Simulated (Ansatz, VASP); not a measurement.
MgO2: VASP beside Ansatz

The input INCAR:

```
SYSTEM = MgO2
PREC = Accurate
ENCUT = 520
EDIFF = 1E-6
ISMEAR = 0
SIGMA = 0.02
LREAL = .False.
LASPH = .True.
NELM = 100
ALGO = Normal
ISIF = 2
LWAVE = .False.
LCHARG = .False.
GGA = PS
IBRION = 2
NSW = 50
EDIFFG = -0.01
```

The input KPOINTS:

```
Automatic mesh
0
Gamma
  6 6 6
  0 0 0
```

Contents of POSCAR:

```
MgO2
1.0
    4.6910172462      0.0000000000      0.0000000000
    0.0000000000      4.6910172462      0.0000000000
    0.0000000000      0.0000000000      4.6910172462
Mg O
4 8
Direct
    0.0000000000      0.5000000000      0.5000000000
    0.5000000000      0.5000000000      0.0000000000
    0.5000000000      0.0000000000      0.5000000000
    0.0000000000      0.0000000000      0.0000000000
    0.4105580775      0.0894419225      0.9105580775
    0.0894419225      0.9105580775      0.4105580775
    0.9105580775      0.4105580775      0.0894419225
    0.5894419225      0.5894419225      0.5894419225
    0.4105580775      0.4105580775      0.4105580775
    0.0894419225      0.5894419225      0.9105580775
    0.9105580775      0.0894419225      0.5894419225
    0.5894419225      0.9105580775      0.0894419225
```

Input for Ansatz:

```yaml
crystal:
  lattice:
    - [4.6910172462, 0.0, 0.0]
    - [0.0, 4.6910172462, 0.0]
    - [0.0, 0.0, 4.6910172462]
  atoms:
    - { symbol: Mg, position: [0.0, 0.5, 0.5] }
    - { symbol: Mg, position: [0.5, 0.5, 0.0] }
    - { symbol: Mg, position: [0.5, 0.0, 0.5] }
    - { symbol: Mg, position: [0.0, 0.0, 0.0] }
    - { symbol: O, position: [0.4105580775, 0.0894419225, 0.9105580775] }
    - { symbol: O, position: [0.0894419225, 0.9105580775, 0.4105580775] }
    - { symbol: O, position: [0.9105580775, 0.4105580775, 0.0894419225] }
    - { symbol: O, position: [0.5894419225, 0.5894419225, 0.5894419225] }
    - { symbol: O, position: [0.4105580775, 0.4105580775, 0.4105580775] }
    - { symbol: O, position: [0.0894419225, 0.5894419225, 0.9105580775] }
    - { symbol: O, position: [0.9105580775, 0.0894419225, 0.5894419225] }
    - { symbol: O, position: [0.5894419225, 0.9105580775, 0.0894419225] }
basis:
  ecutwfc: 420
kpoints:
  mp_grid: { grid: [6, 6, 6] }
hamiltonian:
  xc: pbesol
scf:
  occupations: { method: gaussian, width: 0.02 }
output:
  forces: true
  stress: true
  eigenvalues: true
relax:
  adjacent_minimum: "off"
  f_tol: 0.01
  max_steps: 30
```

Alike in both runs: task relaxation of the atoms; functional PBEsol; k mesh 6 × 6 × 6; occupations gaussian, width 0.02 eV; no spin polarisation.

```csv
,VASP,Ansatz
version,VASP 6.6.1,Ansatz 0.2.0
potentials or method,"VASP PAW PBE potentials, release 64 (Mg, O), cutoff 520 eV","scalar-relativistic, plane waves, PAW"
valence electrons in the cell,56,88
```

Ansatz gave:

| Property | Result |
| --- | --- |
| gap on the k mesh at the Fermi level, each at its own relaxed structure (eV) | 4.31 |

Task: What did VASP give for the same quantities?

Result: gap on the k mesh at the Fermi level, each at its own relaxed structure (eV): 4.21.

VASP's potentials were made for PBE, not for PBEsol. VASP's potentials hold 56 valence electrons a cell and Ansatz's 88, so a difference there can come from the potentials and not from the codes. Ansatz's warnings: stress scf threshold loose.
